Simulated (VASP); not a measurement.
Input of a VASP 6.6.1 run:

Contents of INCAR:

```
PREC = Accurate ; ENCUT = 600
EDIFF = 1E-7 ; ISMEAR = -1
SIGMA = 0.05 ; LREAL = False
LASPH = True ; NELM = 100
ALGO = Normal ; ISIF = 3
LWAVE = False ; LCHARG = False
GGA = PS ; IBRION = 2
NSW = 60 ; EDIFFG = -0.01
PSTRESS = 50.0
```

KPOINTS

```
regular mesh
0
Gamma
  9 9 5
```

POSCAR

```
ZrC
1.0
    3.3914762718      0.0000000000      0.0000000000
   -1.6957381359      2.9371046077      0.0000000000
    0.0000000000      0.0000000000      5.2900530000
Zr C
2 2
Direct
    0.6666666667      0.3333333333      0.7500000000
    0.3333333333      0.6666666667      0.2500000000
    0.0000000000      0.0000000000      0.5000000000
    0.0000000000      0.0000000000      0.0000000000
```

Potentials or basis: VASP PAW PBE potentials, release 64 (Zr_sv, C).

Command:

```bash
$ cat potpaw_PBE.64/Zr_sv/POTCAR potpaw_PBE.64/C/POTCAR > POTCAR
$ mpirun -np 1 vasp_std > vasp.out
```

Question: Estimate the relaxed volume.

Answer: 12.47 Å³/atom.

Question: Predict the band gap on the k mesh.

Answer: Zero (bands 16 and 17 overlap by 1.01 eV).

The path:
| step | energy change (eV) | largest force (eV/Å) | pressure (GPa) | volume (Å³) |
| --- | --- | --- | --- | --- |
| 1 | 0.0000 | 0.0000 | -7.55 | 52.69 |
| 2 | 0.5208 | 0.0000 | 35.19 | 45.21 |
| 3 | -0.0309 | 0.0000 | 4.60 | 49.94 |
| 4 | -0.0287 | 0.0000 | 4.99 | 49.86 |
| 5 | -0.0269 | 0.0000 | 5.27 | 49.81 |
| 6 | -0.0316 | 0.0000 | 4.62 | 49.94 |
| 7 | -0.0324 | 0.0000 | 4.49 | 49.97 |
| 8 | -0.0314 | 0.0000 | 4.71 | 49.93 |
| 9 | -0.0302 | 0.0000 | 4.93 | 49.88 |

Caveat: the cell is relaxed towards a set pressure, so the run minimises the enthalpy, not the energy; the PAW data sets were made with another functional, which shifts forces and pressure a little.
